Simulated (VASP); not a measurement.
**Rb: single point with PBE**

The system is Rb.

```
Rb
1.0
    -2.95451    3.10962    2.73085
     2.95451   -3.10962    2.73085
     2.95451    3.10962   -2.73085
Rb
1
Direct
  0.00000 0.00000 0.00000
```

This cell differs from its parent crystal: strain +0.0525 x Voigt [0, 1, 0, 0, 0, 0].

```
Program                : VASP 6.6.1
Task                   : single point
Functional             : PBE
Potentials or basis    : VASP PAW PBE potentials, release 64 (Rb_sv)
Cutoff                 : 520 eV
k mesh                 : 12 × 12 × 12
Occupations            : gaussian, width 0.15 eV
Spin                   : no spin polarisation
Dipole correction      : no
Further INCAR settings : ALGO = Fast; EDIFF = 1e-06; NBANDS = 10
```

| Item | Value |
| --- | --- |
| Pressure | -0.2 GPa |
| Band gap on the k mesh | zero (an odd number of electrons rules out a gap without spin polarisation) |

Levels at points of the mesh, in eV from the Fermi level:
```
           k point  band 1  band 2  band 3  band 4  band 5  band 6  band 7  band 8  band 9  band 10
(0.00, 0.00, 0.00)  -28.96  -13.01  -13.01  -13.01   -1.84    3.28    3.69    3.90    4.08     4.82
(0.50, 0.00, 0.00)  -28.95  -13.07  -13.03  -13.01    0.29    0.76    2.53    3.99    4.87     5.20
(0.00, 0.50, 0.00)  -28.95  -13.07  -13.03  -13.01    0.38    0.86    2.30    4.17    4.65     5.09
(0.50, 0.50, 0.00)  -28.95  -13.07  -13.02  -13.00    0.13    0.59    2.95    3.84    4.81     5.27
(0.50, 0.50, 0.50)  -28.95  -13.06  -13.06  -13.04    1.17    1.44    2.49    2.93    3.69     4.33
```

Run time: 4.1 min on 1 thread of Intel(R) Xeon(R) Platinum 8259CL CPU @ 2.50GHz (Skylake/Cascade Lake) (shared host), peak memory 0.42 GiB.

Caveat: the cell differs from its parent crystal (strain +0.0525 x Voigt [0, 1, 0, 0, 0, 0]).
